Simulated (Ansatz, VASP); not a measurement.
Given: the input of a run of Ansatz 0.2.0 on Sb.

input.yaml

```yaml
crystal:
  lattice:
    - [-1.5765401831, 1.5765401831, 2.7119384313]
    - [1.5765401831, -1.5765401831, 2.7119384313]
    - [1.5765401831, 1.5765401831, -2.7119384313]
  atoms:
    - { symbol: Sb, position: [0.0, 0.0, 0.0] }
hamiltonian:
  xc: pbe
  pseudopotentials: { kind: paw }
kpoints:
  mp_grid: { grid: [12, 12, 12] }
scf:
  occupations: { method: gaussian, width: 0.024 }
output:
  forces: true
  stress: true
  eigenvalues: true
```

Potentials or basis: Ansatz PAW.

Command:

```sh
$ ansatz run input.yaml --threads 2 --pin off --max-ram 5632MiB --backend cpu --events-out ev --progress --plain --runs-dir out
```

Q: Translate it to VASP 6.6.1. Potentials there: VASP PAW PBE potentials, release 64 (Sb).

A: As run (the cutoff follows the program's own potentials):

File INCAR:

```
SYSTEM = Sb
PREC     = Accurate       ! precision mode
ENCUT    = 520            ! plane-wave cutoff, eV
EDIFF    = 1E-6           ! SCF threshold, eV
ISMEAR   = 0              ! smearing method
SIGMA    = 0.024          ! smearing width, eV
LREAL    = .False.        ! projectors in reciprocal space
LASPH    = .True.         ! aspherical terms in the spheres
NELM     = 100            ! most SCF steps
ALGO     = Normal         ! electronic algorithm
ISIF     = 2              ! what is computed and relaxed
LWAVE    = .False.        ! write WAVECAR
LCHARG   = .False.        ! write CHGCAR
GGA      = PE             ! functional
NBANDS   = 8              ! bands
```

KPOINTS

```
regular mesh
0
Gamma
  12 12 12
  0 0 0
```

The input POSCAR:

```
Sb
1.0
   -1.5765401831      1.5765401831      2.7119384313
    1.5765401831     -1.5765401831      2.7119384313
    1.5765401831      1.5765401831     -2.7119384313
Sb
1
Direct
    0.0000000000      0.0000000000      0.0000000000
```

Potentials or basis: VASP PAW PBE potentials, release 64 (Sb).

Command:

```bash
$ cat potpaw_PBE.64/Sb/POTCAR > POTCAR
$ mpirun -np 1 vasp_std > vasp.out
```

Both were run:

|  | VASP | Ansatz | Ansatz less VASP |
| --- | --- | --- | --- |
| gap on the k mesh at the Fermi level (eV) | none | none | - |
| pressure (GPa) | 1.7 | 1.8 | +0.11 |
| traceless stress, the component that is largest in VASP (GPa) | -0.47 | -0.47 | +0.006 |

A gap of «none» marks a metal or a gap that the smearing closes. The functional is the same, so the differences come from potentials, cutoffs and numerics. VASP's potentials hold 5 valence electrons a cell and Ansatz's 15, so a difference there can come from the potentials and not from the codes.

Spin-orbit coupling is off throughout.
